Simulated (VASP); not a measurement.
# Tl in VASP: notebook

Tl is run at these levels: PBE; tasks: single point.

All numbers are computed with VASP 6.6.1; they aren't measurements. Logs are shortened: lines on timing, memory, paths and dates and some standing lists are left out, and cuts for length are marked.

## 1. The cell of the first run

The cell holds a sheet with vacuum, 2 atoms: a = 5.262 Å, b = 5.262 Å, c = 23.800 Å, α = 90.00°, β = 90.00°, γ = 120.00°.

## 2. Single point, PBE

Contents of INCAR:

```
PREC = Accurate
ENCUT = 520
EDIFF = 1E-6
ISMEAR = 0
SIGMA = 0.1
LREAL = False
LASPH = True
NELM = 100
ALGO = Normal
ISIF = 2
LWAVE = False
LCHARG = True
LDIPOL = True
IDIPOL = 3
DIPOL = 0.5 0.5 0.294
GGA = PE
LELF = True
LVHAR = True
LVACPOTAV = True
NBANDS = 20
```

Contents of KPOINTS:

```
Automatic mesh
0
Gamma
  6 6 1
```

Contents of POSCAR:

```
Tl
1.0
    5.2621560578     -0.0000002713      0.0000000000
   -2.6310777940      4.5571609604      0.0000000000
    0.0000000000      0.0000000000     23.8000000000
Tl
2
Direct
    0.6666666667      0.3333333333      0.2941176471
    0.3333333333      0.6666666667      0.2941176471
```

Potentials or basis: VASP PAW PBE potentials, release 64 (Tl_d).

The run is started by

```bash
$ cat potpaw_PBE.64/Tl_d/POTCAR > POTCAR
$ mpirun -np 1 vasp_std > vasp.out
```

OUTCAR:

```text
PREC = Accurate
   ENCUT = 520
   EDIFF = 1E-6
   ISMEAR = 0
   LREAL = False
   LASPH = True
   NELM = 100
   ISIF = 2
   GGA = PE

 ion  position               nearest neighbor table
   1  0.667  0.333  0.294-   2 3.04   2 3.04   2 3.04
   2  0.333  0.667  0.294-   1 3.04   1 3.04   1 3.04

  LATTYP: Found a hexagonal cell.
 ALAT       =     5.2621560578
 C/A-ratio  =     4.5228609221

  Lattice vectors:

 A1 = (   5.2621560578,  -0.0000002713,   0.0000000000)
 A2 = (  -2.6310777940,   4.5571609604,   0.0000000000)
 A3 = (   0.0000000000,   0.0000000000,  23.8000000000)

Analysis of symmetry for initial positions (statically):
=====================================================================
 Subroutine PRICEL returns:
 Original cell was already a primitive cell.

 Routine SETGRP: Setting up the symmetry group for a
 hexagonal supercell.

 Subroutine GETGRP returns: Found 24 space group operations
 (whereof 12 operations were pure point group operations)
 out of a pool of 24 trial point group operations.

The static configuration has the point symmetry C_6v.
 The point group associated with its full space group is D_6h.

Analysis of symmetry for dynamics (positions and initial velocities):
=====================================================================
 Subroutine PRICEL returns:
 Original cell was already a primitive cell.

 Routine SETGRP: Setting up the symmetry group for a
 hexagonal supercell.

 Subroutine GETGRP returns: Found 24 space group operations
 (whereof 12 operations were pure point group operations)
 out of a pool of 24 trial point group operations.

The dynamic configuration has the point symmetry C_6v.
 The point group associated with its full space group is D_6h.

 Subroutine INISYM returns: Found 24 space group operations
 (whereof 12 operations are pure point group operations),
 and found     1 'primitive' translations

----------------------------------------------------------------------------------------

                                     Primitive cell

  volume of cell :     570.7357

  direct lattice vectors                    reciprocal lattice vectors
     5.262156058 -0.000000271  0.000000000     0.190036179  0.109717426  0.000000000
    -2.631077794  4.557160960  0.000000000     0.000000011  0.219434872  0.000000000
     0.000000000  0.000000000 23.800000000     0.000000000  0.000000000  0.042016807

  length of vectors
     5.262156058  5.262156058 23.800000000     0.219434872  0.219434872  0.042016807

  position of ions in fractional coordinates (direct lattice)
     0.666666667  0.333333333  0.294117647
     0.333333333  0.666666667  0.294117647

  ion indices of the primitive-cell ions
   primitive index   ion index
                 1           1
                 2           2

----------------------------------------------------------------------------------------

 KPOINTS: Automatic mesh

Automatic generation of k-mesh.
 Grid dimensions read from file:
 generate k-points for:    6    6    1

 Generating k-lattice:

  Cartesian coordinates                     Fractional coordinates (reciprocal lattice)
     0.031672696  0.018286238  0.000000000     0.166666667 -0.000000000  0.000000000
     0.000000002  0.036572479  0.000000000     0.000000000  0.166666667  0.000000000
     0.000000000  0.000000000  0.042016807     0.000000000  0.000000000  1.000000000

  Length of vectors
     0.036572479  0.036572479  0.042016807

  Shift w.r.t. Gamma in fractional coordinates (k-lattice)
     0.000000000  0.000000000  0.000000000

 Subroutine IBZKPT returns following result:
 ===========================================

 Found      7 irreducible k-points:

 Following reciprocal coordinates:
            Coordinates               Weight
  0.000000  0.000000  0.000000      1.000000
  0.166667  0.000000  0.000000      6.000000
  0.333333 -0.000000  0.000000      6.000000
  0.500000 -0.000000  0.000000      3.000000
  0.166667  0.166667  0.000000      6.000000
  0.333333  0.166667  0.000000     12.000000
  0.333333  0.333333  0.000000      2.000000
   k-points           NKPTS =      7   k-points in BZ     NKDIM =      7   number of bands    NBANDS=     20
   number of dos      NEDOS =    301   number of ions     NIONS =      2
   total plane-waves  NPLWV = 288000
   dimension x,y,z NGX =    40 NGY =   40 NGZ =  180
   dimension x,y,z NGXF=    80 NGYF=   80 NGZF=  360
   ions per type =               2
   NGX,Y,Z   is equivalent  to a cutoff of  12.64, 12.64, 12.57 a.u.
   NGXF,Y,Z  is equivalent  to a cutoff of  25.27, 25.27, 25.15 a.u.
 SYSTEM =  unknown system
   PREC   = accura    normal or accurate (medium, high low for compatibility)
   ISTART =      0    job   : 0-new  1-cont  2-samecut
   ICHARG =      2    charge: 1-file 2-atom 10-const
   ISPIN  =      1    spin polarized calculation?
   LNONCOLLINEAR =      F non collinear calculations
   LSORBIT =      F    spin-orbit coupling
   LASPH  =      T    aspherical Exc in radial PAW
   ENCUT  =  520.0 eV  38.22 Ry    6.18 a.u.   9.78  9.78 44.25*2*pi/ulx,y,z
   NELM   =    100;   NELMIN=  2; NELMDL= -5     # of ELM steps
   EDIFF  = 0.1E-05   stopping-criterion for ELM
   LREAL  =      F    real-space projection
   EDIFFG = 0.1E-04   stopping-criterion for IOM
   NSW    =      0    number of steps for IOM
   IBRION =     -1    ionic relax: 0-MD 1-quasi-New 2-CG
   NFREE  =      0    steps in history (QN), initial steepest desc. (CG)
   ISIF   =      2    stress and relaxation
   ISYM   =      2    0-nonsym 1-usesym 2-fastsym
   POTIM  = 0.5000    time-step for ionic-motion
   TEBEG  =    0.0;   TEEND  =   0.0 temperature during run
   PSTRESS=    0.0 pullay stress
   NELECT =      26.0000    total number of electrons
   NUPDOWN=      -1.0000    fix difference up-down
   EMIN   =  10.00;   EMAX   =-10.00  energy-range for DOS
   EFERMI =   0.00;   METHOD = LEGACY
   ISMEAR =     0;   SIGMA  =   0.10  broadening in eV -4-tet -1-fermi 0-gaus
   EFERMI_NEDOS =   21; number of points for ismear=-14 and -15
   IALGO  =     38    algorithm
   IMIX   =      4    mixing-type and parameters
     AMIX     =   0.40;   BMIX     =  1.00
     AMIX_MAG =   1.60;   BMIX_MAG =  1.00
  volume/ion in A,a.u.               =     285.37      1925.76
  Fermi-wavevector in a.u.,A,eV,Ry     =   0.584684  1.104892  4.651219  0.341855
  Thomas-Fermi vector in A             =   1.630476
   LORBIT       =      0    0 simple, 1 ext, 2 COOP (PROOUT), +10 PAW based schemes
   GGA     = PE    functional components
   LHFCALC =     F    Hartree Fock is set to
   AEXX    =    0.0000 exact exchange contribution
   IVDW    =     0    specifies the selected vdW correction
   LEPSILON=     F    determine dielectric tensor
   LRPA    =     F    only Hartree local field effects (RPA)
 non-spin polarized calculation
 Gauss-broadening in eV      SIGMA  =   0.10
  energy-cutoff  :      520.00
  volume of cell :      570.74
 maximum number of plane-waves:     15413
 NGX is ok and might be reduce to    40
   NGX = 19   NGY = 19   NGZ = 89

 dipolmoment           0.000000      0.000000     -0.000000 electrons x Angstroem

 number of electron      26.0000001 magnetization

 dipolmoment           0.000000      0.000000      0.000001 electrons x Angstroem

 Free energy of the ion-electron system (eV)
  ---------------------------------------------------
  ext. energy  EPLUGINS =         0.00000000
  ---------------------------------------------------
  free energy    TOTEN  =        -3.26778555 eV

  energy without entropy =       -3.25155957  energy(sigma->0) =       -3.25967256

 E-fermi :  -2.4496     XC(G=0):  -1.7180

 val. band max:       -2.4887504973   @ k =   0.3333  -0.0000   0.0000
 cond. band min:      -2.4102795079   @ k =   0.1667   0.1667   0.0000
 fundamental gap:      0.0784709894
 Fermi energy:        -2.4495933663

 k-point     1 :       0.0000    0.0000    0.0000
  band No.  band energies     occupation
      1     -14.4465      2.00000
      2     -14.2620      2.00000
      3     -14.2620      2.00000
      4     -14.2321      2.00000
      5     -14.2321      2.00000
      6     -13.9320      2.00000
      7     -13.9320      2.00000
      8     -13.9282      2.00000
      9     -13.9282      2.00000
     10     -13.9187      2.00000
     11     -10.4592      2.00000
     12      -4.8862      2.00000
     13      -3.0084      2.00000
     14      -1.5312      0.00000
     15      -1.5312      0.00000
     16       0.3089      0.00000
     17       0.9370      0.00000
     18       1.1494      0.00000
     19       1.7552      0.00000
     20       1.7552      0.00000

 k-point     2 :       0.1667    0.0000    0.0000
  band No.  band energies     occupation
      1     -14.4454      2.00000
      2     -14.3102      2.00000
      3     -14.3011      2.00000
      4     -14.2708      2.00000
      5     -14.2484      2.00000
      6     -13.9498      2.00000
      7     -13.9292      2.00000
      8     -13.9230      2.00000
      9     -13.8440      2.00000
     10     -13.8338      2.00000
     11     -10.2714      2.00000
     12      -5.6943      2.00000
     13      -2.8034      2.00000
     14      -1.9239      0.00000
     15      -1.0773      0.00000
     16       0.4855      0.00000
     17       1.1318      0.00000
     18       1.3235      0.00000
     19       1.5708      0.00000
     20       1.6479      0.00000

 k-point     3 :       0.3333   -0.0000    0.0000
  band No.  band energies     occupation
      1     -14.4720      2.00000
      2     -14.4094      2.00000
      3     -14.3577      2.00000
      4     -14.2873      2.00000
      5     -14.2156      2.00000
      6     -13.9911      2.00000
      7     -13.9468      2.00000
      8     -13.9064      2.00000
      9     -13.7329      2.00000
     10     -13.7015      2.00000
     11      -9.7341      2.00000
     12      -7.0600      2.00000
     13      -2.4888      1.42026
     14      -2.2313      0.00202
     15      -1.0559      0.00000
     16       0.3380      0.00000
     17       1.1433      0.00000
     18       1.7175      0.00000
     19       1.9563      0.00000
     20       2.7027      0.00000

 k-point     4 :       0.5000   -0.0000    0.0000
  band No.  band energies     occupation
      1     -14.4996      2.00000
      2     -14.4472      2.00000
      3     -14.3602      2.00000
      4     -14.2950      2.00000
      5     -14.1939      2.00000
      6     -14.0170      2.00000
      7     -13.9562      2.00000
      8     -13.8986      2.00000
      9     -13.6889      2.00000
     10     -13.6469      2.00000
     11      -9.2141      2.00000
     12      -7.9005      2.00000
     13      -2.7148      1.99982
     14      -1.6821      0.00000
     15      -1.1743      0.00000
     16      -0.4750      0.00000
     17       2.0572      0.00000
     18       2.2724      0.00000
     19       2.5300      0.00000
     20       2.7175      0.00000

 k-point     5 :       0.1667    0.1667    0.0000
  band No.  band energies     occupation
      1     -14.4708      2.00000
      2     -14.3714      2.00000
      3     -14.3563      2.00000
      4     -14.2868      2.00000
      5     -14.2195      2.00000
      6     -13.9845      2.00000
      7     -13.9232      2.00000
      8     -13.9075      2.00000
      9     -13.8244      2.00000
     10     -13.6845      2.00000
     11      -9.9044      2.00000
     12      -6.6877      2.00000
     13      -2.6991      1.99958
     14      -2.4103      0.57822
     15      -0.2571      0.00000
     16       0.7136      0.00000
     17       0.8395      0.00000
     18       1.5125      0.00000
     19       1.6025      0.00000
     20       1.8384      0.00000

 k-point     6 :       0.3333    0.1667    0.0000
  band No.  band energies     occupation
      1     -14.5296      2.00000
      2     -14.4035      2.00000
      3     -14.3682      2.00000
      4     -14.3030      2.00000
      5     -14.1750      2.00000
      6     -14.0345      2.00000
      7     -13.9294      2.00000
      8     -13.8921      2.00000
      9     -13.7942      2.00000
     10     -13.5725      2.00000
     11      -9.2577      2.00000
     12      -7.7991      2.00000
     13      -3.3081      2.00000
     14      -1.7308      0.00000
     15      -0.3197      0.00000
     16       0.0726      0.00000
     17       1.7234      0.00000
     18       2.1194      0.00000
     19       2.5407      0.00000
     20       2.6740      0.00000

 k-point     7 :       0.3333    0.3333    0.0000
  band No.  band energies     occupation
      1     -14.5633      2.00000
      2     -14.3811      2.00000
      3     -14.3811      2.00000
      4     -14.3132      2.00000
      5     -14.1053      2.00000
      6     -14.1053      2.00000
      7     -13.8828      2.00000
      8     -13.8734      2.00000
      9     -13.8734      2.00000
     10     -13.5124      2.00000
     11      -8.5719      2.00000
     12      -8.5719      2.00000
     13      -3.7616      2.00000
     14      -1.0328      0.00000
     15      -1.0328      0.00000
     16       1.8660      0.00000
     17       1.8660      0.00000
     18       1.9113      0.00000
     19       2.6903      0.00000
     20       2.6903      0.00000

------------------------ aborting loop because EDIFF is reached ----------------------------------------

 vacuum level on the upper side and lower side of the slab       (xc-potential included)        -0.147        -0.140

  FORCE on cell =-STRESS in cart. coord.  units (eV):
  Direction    XX          YY          ZZ          XY          YZ          ZX
  --------------------------------------------------------------------------------------
  -------------------------------------------------------------------------------------
  Total        0.0996033      0.0996033     -0.0300015     -0.0000000      0.0000000     -0.0000000
  in kB        0.2796079      0.2796079     -0.0842205     -0.0000000      0.0000000     -0.0000000
  external PRESSURE =       0.1583317 kB  Pullay stress =       0.0000000 kB

 VOLUME and BASIS-vectors are now :
 -----------------------------------------------------------------------------
  energy-cutoff  :      520.00
  volume of cell :      570.74
      direct lattice vectors                 reciprocal lattice vectors
     5.262156058 -0.000000271  0.000000000     0.190036179  0.109717426  0.000000000
    -2.631077794  4.557160960  0.000000000     0.000000011  0.219434872  0.000000000
     0.000000000  0.000000000 23.800000000     0.000000000  0.000000000  0.042016807

 POSITION                                       TOTAL-FORCE (eV/Angst)
 -----------------------------------------------------------------------------------
      2.63108      1.51905      7.00000        -0.000000      0.000000     -0.000000
      0.00000      3.03811      7.00000         0.000000     -0.000000      0.000000
 -----------------------------------------------------------------------------------
    total drift:                               -0.000000     -0.000000      0.000045

  FREE ENERGIE OF THE ION-ELECTRON SYSTEM (eV)
  ---------------------------------------------------
  free  energy   TOTEN  =        -3.2677855543 eV

  energy  without entropy=       -3.2515595661  energy(sigma->0) =       -3.25967256

 vacuum level on the upper side and lower side of the slab         1.039         1.039
```

Run time: 88 s. Hardware: 1 thread of Intel Xeon 6975P-C (Granite Rapids), shared host; peak memory 0.56 GiB.

What came out:

- Free energy: -3.2678 eV
- Band gap on the k mesh: 0.08 eV, indirect (least direct gap 0.26 eV)
- Ionisation potential of the upper face: 3.53 eV

Caveat: spin-orbit coupling is left out, which moves the levels of the heavy elements.

## 3. Single point, PBE

Contents of INCAR:

```
PREC = Accurate
ENCUT = 520
EDIFF = 1E-6
ISMEAR = 0
SIGMA = 0.01
LREAL = False
LASPH = True
NELM = 60
ALGO = Normal
ISIF = 2
LWAVE = False
LCHARG = False
LDIPOL = True
IDIPOL = 3
DIPOL = 0.5 0.5 0.294
GGA = PE
NBANDS = 20
```

Contents of KPOINTS:

```
Automatic mesh
0
Gamma
  12 12 1
```

Contents of POSCAR:

```
Tl
1.0
    5.2641264621     -0.0000002714      0.0000000000
   -2.6320629961      4.5588673806      0.0000000000
    0.0000000000      0.0000000000     23.8000000000
Tl
2
Direct
    0.6666666667      0.3333333333      0.2941176471
    0.3333333333      0.6666666667      0.2941176471
```

Potentials or basis: VASP PAW PBE potentials, release 64 (Tl_d).

The run is started by

```bash
$ cat potpaw_PBE.64/Tl_d/POTCAR > POTCAR
$ mpirun -np 1 vasp_std > vasp.out
```

Run time: 3 min. Hardware: 1 thread of Intel Xeon 6975P-C (Granite Rapids), shared host; peak memory 0.68 GiB.

Results (log left out):

| Item | Value |
| --- | --- |
| Free energy | -3.2761 eV |
| Band gap on the k mesh | 0.10 eV, indirect (least direct gap 0.24 eV) |

Levels at points of the mesh, in eV from the valence-band top:
| k point | band 9 | band 10 | band 11 | band 12 | band 13 | band 14 | band 15 | band 16 | band 17 | band 18 |
| --- | --- | --- | --- | --- | --- | --- | --- | --- | --- | --- |
| (0.00, 0.00, 0.00) | -11.44 | -11.43 | -7.96 | -2.40 | -0.50 | 0.96 | 0.96 | 2.83 | 3.47 | 3.69 |
| (0.50, 0.00, 0.00) | -11.21 | -11.17 | -6.72 | -5.41 | -0.23 | 0.82 | 1.31 | 2.03 | 4.58 | 4.80 |

Caveat: spin-orbit coupling is left out, which moves the levels of the heavy elements.

## 4. Single point, PBE

Contents of INCAR:

```
PREC = Accurate ; ENCUT = 520
EDIFF = 1E-6 ; ISMEAR = 0
SIGMA = 0.01 ; LREAL = F
LASPH = T ; NELM = 100
ALGO = Normal ; ISIF = 2
LWAVE = F ; LCHARG = F
LDIPOL = T ; IDIPOL = 3
DIPOL = 0.5 0.5 0.294 ; GGA = PE
NBANDS = 20
```

KPOINTS is that of step 3.

Contents of POSCAR:

```
Tl
1.0
    5.2621560578     -0.0000002713      0.0000000000
   -2.6310777940      4.5571609604      0.0000000000
    0.0000000000      0.0000000000     23.8000000000
Tl
2
Direct
    0.6666666667      0.3333333333      0.2941176471
    0.3333333333      0.6666666667      0.2941176471
```

The run is started by

```bash
$ cat potpaw_PBE.64/Tl_d/POTCAR > POTCAR
$ mpirun -np 1 vasp_std > vasp.out
```

Run time: 3 min. Hardware: 1 thread of Intel Xeon 6975P-C (Granite Rapids), shared host; peak memory 0.66 GiB.

Results (log left out):

| Property | Result |
| --- | --- |
| Free energy | -3.2760 eV |
| Band gap on the k mesh | 0.10 eV, indirect (least direct gap 0.24 eV) |

Levels at points of the mesh, in eV from the valence-band top:
| k point | band 10 | band 11 | band 12 | band 13 | band 14 | band 15 | band 16 | band 17 |
| --- | --- | --- | --- | --- | --- | --- | --- | --- |
| (0.00, 0.00, 0.00) | -11.43 | -7.97 | -2.40 | -0.50 | 0.96 | 0.96 | 2.83 | 3.47 |
| (0.50, 0.00, 0.00) | -11.17 | -6.72 | -5.41 | -0.23 | 0.82 | 1.32 | 2.03 | 4.58 |

Caveat: spin-orbit coupling is left out, which moves the levels of the heavy elements.

## 5. Overview

| cell | k mesh | smearing | gap on the mesh (eV) |
| --- | --- | --- | --- |
| a = 5.262, b = 5.262, c = 23.800 Å, angles 90.0, 90.0, 120.0°, 2 atoms | 6 × 6 × 1 | gaussian 0.1 eV | 0.08 |
| a = 5.264, b = 5.264, c = 23.800 Å, angles 90.0, 90.0, 120.0°, 2 atoms | 12 × 12 × 1 | gaussian 0.01 eV | 0.10 |
| a = 5.262, b = 5.262, c = 23.800 Å, angles 90.0, 90.0, 120.0°, 2 atoms | 12 × 12 × 1 | gaussian 0.01 eV | 0.10 |

Alike in all rows: task single point; level PBE; potentials or basis VASP PAW PBE potentials, release 64 (Tl_d); no spin polarisation; cutoff (eV) 520.

On the cell as given the gap runs from 0.08 eV (PBE) to 0.10 eV (PBE); the meshes differ, which moves gaps too.

Caveats: spin-orbit coupling is left out, which moves the levels of the heavy elements.

Absolute energies hang on the potentials; compare differences alone.
